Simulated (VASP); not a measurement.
Input of a VASP 6.6.1 run:

The input INCAR:

```
SYSTEM = CdS
PREC = Accurate ; ENCUT = 520
EDIFF = 1E-8 ; ISMEAR = -1
SIGMA = 0.03 ; LREAL = .False.
LASPH = .True. ; NELM = 100
ALGO = Normal ; ISIF = 2
LWAVE = .False. ; LCHARG = .False.
GGA = PE ; LEFG = .True.
NBANDS = 16
```

The input KPOINTS:

```
Automatic mesh
0
Gamma
  9 9 9
  0 0 0
```

POSCAR

```
CdS
1.0
    0.0000000000      2.9100000000      2.9100000000
    2.9100000000      0.0000000000      2.9100000000
    2.9100000000      2.9100000000      0.0000000000
Cd S
1 1
Direct
    0.0029761168      0.0029761168      0.0029761168
    0.7500000000      0.7500000000      0.7500000000
```

Potentials or basis: VASP PAW PBE potentials, release 64 (Cd, S).

The run is started by

```sh
$ cat potpaw_PBE.64/Cd/POTCAR potpaw_PBE.64/S/POTCAR > POTCAR
$ mpirun -np 1 vasp_std > vasp.out
```

(1) Predict the pressure.

(2) What does it give for the band gap on the k mesh?

## Answers

(1) 3.7 GPa.

(2) 1.16 eV, direct.

Caveat: the cell differs from its parent crystal (atom 1 (Cd) moved by [0.017321, 0.017321, 0.017321] A); without QUAD_EFG the Cq values of the log hold for a quadrupole moment of 1 mb, not for the nuclei.
